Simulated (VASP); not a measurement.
## Li2Pt: single point with LDA

Li2Pt:

```
Li Pt
1.0
     4.26810    0.00000    0.00000
    -2.13405    3.69628    0.00000
     0.00000    0.00000    2.71319
Li Pt
2 1
Direct
  0.33333 0.66667 0.50000
  0.66667 0.33333 0.50000
  0.00000 0.00000 0.00000
```

- Program: VASP 6.6.1
- Task: single point
- Functional: LDA
- Potentials or basis: VASP PAW LDA potentials, release 64 (Li_sv, Pt)
- Cutoff: 520 eV
- k mesh: 8 × 8 × 11
- Occupations: fermi-dirac, width 0.15 eV
- Spin: no spin polarisation

The band gap on the k mesh is zero (bands 8 and 9 overlap by 1.50 eV).

Levels at points of the mesh, in eV from the Fermi level:
| k point | band 4 | band 5 | band 6 | band 7 | band 8 | band 9 | band 10 | band 11 | band 12 | band 13 |
| --- | --- | --- | --- | --- | --- | --- | --- | --- | --- | --- |
| (0.00, 0.00, 0.00) | -4.12 | -3.09 | -3.09 | -0.67 | -0.67 | 3.73 | 3.73 | 6.11 | 6.11 | 8.78 |
| (0.50, 0.00, 0.00) | -3.62 | -2.16 | -2.15 | -1.80 | -0.79 | -0.69 | 0.58 | 7.19 | 11.89 | 12.19 |

Wall time 10 s on 1 thread of Intel(R) Xeon(R) 6975P-C (Granite Rapids), on a shared host, peak memory 0.16 GiB.

Caveat: spin-orbit coupling is left out, which moves the levels of the heavy elements.
